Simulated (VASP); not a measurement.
Here is a VASP 6.6.1 calculation.

File INCAR:

```
PREC = Accurate ; ENCUT = 600
EDIFF = 1E-6 ; ISMEAR = 0
SIGMA = 0.1 ; LREAL = False
LASPH = True ; NELM = 100
ALGO = Normal ; ISIF = 3
LWAVE = False ; LCHARG = False
GGA = PE ; IBRION = 2
NSW = 90 ; EDIFFG = -0.04
```

The input KPOINTS:

```
regular mesh
0
Gamma
  6 6 6
```

The input POSCAR:

```
Hg2Se
1.0
    1.9610043613      1.1321863959      5.9227348213
   -1.9610043613      1.1321863959      5.9227348213
    0.0000000000     -2.2643727917      5.9227348213
Hg Se
2 1
Direct
    0.7500000000      0.7500000000      0.7500000000
    0.2500000000      0.2500000000      0.2500000000
    0.0000000000      0.0000000000      0.0000000000
```

Potentials or basis: VASP PAW PBE potentials, release 64 (Hg, Se).

The run is started by

```bash
$ cat potpaw_PBE.64/Hg/POTCAR potpaw_PBE.64/Se/POTCAR > POTCAR
$ mpirun -np 1 vasp_std > vasp.out
```

(1) What does it give for the space group after relaxing (to 0.1 Å)?

(2) What does it give for the relaxed cell?

(3) Estimate the band gap on the k mesh.

(4) Estimate the relaxed volume.

Results:

(1) R-3m (No. 166).

(2) a = 5.699 Å, b = 5.699 Å, c = 5.699 Å, α = 43.44°, β = 43.44°, γ = 43.44°.

(3) zero (bands 15 and 16 overlap by 1.09 eV).

(4) 26.47 Å³/atom.

Caveat: spin-orbit coupling is left out, which moves the levels of the heavy elements.
